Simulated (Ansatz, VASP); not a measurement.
One calculation of Al, two programs

```xyz
2
Lattice="0.0000 -3.1887 0.0000 -3.1887 0.0000 0.0000 0.0000 0.0000 -3.1887" Properties=species:S:1:pos:R:3 pbc="T T T"
Al   -1.5944   -1.5944   -1.4894
Al    0.0000    0.0000   -0.1050
```

Change from the starting cell: mode 4 (306.8 1/cm) frozen in, largest displacement +0.105 Å.

Alike in both runs: task single point; functional r2SCAN; k mesh 18 × 18 × 18; occupations gaussian, width 0.15 eV; no spin polarisation.

|  | VASP | Ansatz |
| --- | --- | --- |
| version | VASP 6.6.1 | Ansatz 0.2.0 |
| potentials or method | VASP PAW PBE potentials, release 64 (Al), cutoff 520 eV | scalar-relativistic, plane waves, PAW |
| valence electrons in the cell | 6 | 6 |

Ansatz gave:

```
gap on the k mesh at the Fermi level (eV)                     : none
pressure (GPa)                                                : 1.4
traceless stress, the component that is largest in VASP (GPa) : -1.50
rms of the force components (eV/Å)                            : 0.555
```

**Question.** What did VASP give for the same quantities?

**Answer.** gap on the k mesh at the Fermi level (eV): none; pressure (GPa): 1.1; traceless stress, the component that is largest in VASP (GPa): -1.49; rms of the force components (eV/Å): 0.554.

VASP's potentials were made for PBE, not for r2SCAN. Atom by atom the forces differ by 0.002 eV/Å (rms over components). A gap of «none» marks a metal or a gap that the smearing closes. With one functional, cell and mesh, what is left measures potentials, basis and numerics.
